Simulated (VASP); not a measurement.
A run of VASP 6.6.1:

Contents of INCAR:

```
PREC = Accurate
ENCUT = 500
EDIFF = 1E-6
ISMEAR = 0
SIGMA = 0.1
LREAL = F
LASPH = T
NELM = 120
ALGO = Normal
ISIF = 2
LWAVE = F
LCHARG = T
GGA = PE
LELF = T
LVHAR = T
NBANDS = 36
GGA_COMPAT = F
```

Contents of KPOINTS:

```
Automatic mesh
0
Gamma
  4 4 4
```

Contents of POSCAR:

```
SrRh3
1.0
    0.0000000000      3.2961159553      3.2961159553
    3.2961159553      0.0000000000      3.2961159553
    3.2961159553      3.2961159553      0.0000000000
Sr Rh
1 3
Direct
    0.5000000000      0.5000000000      0.5000000000
    0.0000000000      0.0000000000      0.0000000000
    0.2500000000      0.2500000000      0.2500000000
    0.7500000000      0.7500000000      0.7500000000
```

Potentials or basis: VASP PAW PBE potentials, release 64 (Sr_sv, Rh_pv).

Run with:

```bash
$ cat potpaw_PBE.64/Sr_sv/POTCAR potpaw_PBE.64/Rh_pv/POTCAR > POTCAR
$ mpirun -np 1 vasp_std > vasp.out
```

Hardware: 1 thread of Intel(R) Xeon(R) Platinum 8259CL CPU @ 2.50GHz (Skylake/Cascade Lake), with other jobs on the host.

Estimate the wall time of this run.

It took 31 s on 1 thread of Intel(R) Xeon(R) Platinum 8259CL CPU @ 2.50GHz (Skylake/Cascade Lake), with other jobs on the host, peak memory 0.21 GiB. Counts: scf iterations 15, k points 8.
